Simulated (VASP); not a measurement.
Wanted: the native input for a VASP 6.6.1 run.

| Property | Result |
| --- | --- |
| Task | single point |
| Functional | PBE |
| Potentials or basis | VASP PAW PBE potentials, release 64 (Zn, Se) |
| Cutoff | 520 eV |
| k mesh | 6 × 5 × 1 |
| Occupations | fermi-dirac, width 0.02 eV |
| Spin | no spin polarisation |
| Dipole correction | yes |
| k mesh for the DOS | 9 × 8 × 1 |
| Occupations for the DOS | tetrahedron |
| Further INCAR settings | ALGO = Normal; EDIFF = 1e-06; NBANDS = 16 |

The system is ZnSe, a slab with vacuum.

```xyz
2
Lattice="4.0536 0.0000 0.0000 0.0000 5.7327 0.0000 0.0000 0.0000 16.0000" Properties=species:S:1:pos:R:3 pbc="T T T"
Zn    1.0134    0.7166    8.0000
Se    3.0402    5.0161    8.0000
```

One way to write it, as run:

POSCAR

```
ZnSe
1.0
    4.0536314784      0.0000000000      0.0000000000
    0.0000000000      5.7327006135      0.0000000000
    0.0000000000      0.0000000000     16.0000000000
Zn Se
1 1
Direct
    0.2500000000      0.1250000000      0.5000000000
    0.7500000000      0.8750000000      0.5000000000
```

INCAR.step1

```
SYSTEM = ZnSe
  PREC = Accurate
  ENCUT = 520
  EDIFF = 1E-6
  ISMEAR = -1
  SIGMA = 0.02
  LREAL = .FALSE.
  LASPH = .TRUE.
  NELM = 60
  ALGO = Normal
  ISIF = 2
  LWAVE = .FALSE.
  LCHARG = .TRUE.
  LDIPOL = .TRUE.
  IDIPOL = 3
  DIPOL = 0.5 0.5 0.500
  GGA = PE
  NBANDS = 16
```

KPOINTS.step1

```
regular mesh
0
G
  6 5 1
  0 0 0
```

INCAR.step2

```
SYSTEM = ZnSe
  PREC = Accurate
  ENCUT = 520
  EDIFF = 1E-6
  ISMEAR = -5
  SIGMA = 0.02
  LREAL = .FALSE.
  LASPH = .TRUE.
  NELM = 60
  ALGO = Normal
  ISIF = 2
  LWAVE = .FALSE.
  LCHARG = .FALSE.
  LDIPOL = .TRUE.
  IDIPOL = 3
  DIPOL = 0.5 0.5 0.500
  GGA = PE
  LORBIT = 11
  NBANDS = 16
  NEDOS = 2001
  ICHARG = 11
```

KPOINTS.step2

```
regular mesh
0
G
  9 8 1
  0 0 0
```

Potentials or basis: VASP PAW PBE potentials, release 64 (Zn, Se).

Run with:

```sh
$ cat potpaw_PBE.64/Zn/POTCAR potpaw_PBE.64/Se/POTCAR > POTCAR
$ cp INCAR.step1 INCAR
$ cp KPOINTS.step1 KPOINTS
$ mpirun -np 1 vasp_std > vasp.out
$ cp INCAR.step2 INCAR
$ cp KPOINTS.step2 KPOINTS
$ mpirun -np 1 vasp_std > vasp.out
```

Results of the run:

| Quantity | Value |
| --- | --- |
| Valence electrons inside the program's atomic spheres | Zn 10.58; Se 3.75 |

Wall time 2 min on 1 thread of Intel(R) Xeon(R) 6975P-C (Granite Rapids), with other jobs on the host, peak memory 0.47 GiB.
